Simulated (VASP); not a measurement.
**NaI: single point with r2SCAN**

NaI:

```
Na I
1.0
     0.00000    2.96538    3.85500
     2.96538    0.00000    3.85500
     2.96538    2.96538    0.00000
Na I
1 1
Direct
  0.00000 0.00000 0.00000
  0.50000 0.50000 0.50000
```

This cell differs from its parent crystal: ratio of the length along z to the lengths across it x 1.3, volume and fractional coordinates fixed.

```json
{
 "Program": "VASP 6.6.1",
 "Task": "single point",
 "Functional": "r2SCAN",
 "Potentials or basis": "VASP PAW PBE potentials, release 64 (Na_pv, I)",
 "Cutoff": "520 eV",
 "k mesh": "8 × 8 × 8",
 "Occupations": "gaussian, width 0.05 eV",
 "Spin": "no spin polarisation"
}
```

* Pressure: 2.4 GPa
* Band gap on the k mesh: 4.47 eV (least direct gap 4.49 eV)

Stress tensor (GPa, compression positive):
```
 4.41  0.00  0.00
 0.00  4.41  0.00
 0.00  0.00 -1.61
```

Levels at points of the mesh, in eV from the valence-band top:
```csv
k point,band 5,band 6,band 7,band 8,band 9,band 10
"(0.00, 0.00, 0.00)",-0.14,-0.02,-0.02,4.47,7.59,8.90
"(0.50, 0.00, 0.00)",-2.34,-0.58,-0.05,5.53,7.78,9.24
"(0.50, 0.50, 0.00)",-1.91,-0.33,-0.33,5.91,6.48,9.38
"(0.50, 0.00, 0.50)",-1.99,-1.48,-0.45,5.36,6.05,10.20
```

Run time: 5.6 min on 1 thread of AMD EPYC 7R43 64-Core Processor (Zen 3), with other jobs on the host, peak memory 0.17 GiB.

Caveat: the PAW data sets were made with another functional, which shifts forces and pressure a little; spin-orbit coupling is left out, which moves the levels of the heavy elements. A k mesh can miss the band edges.
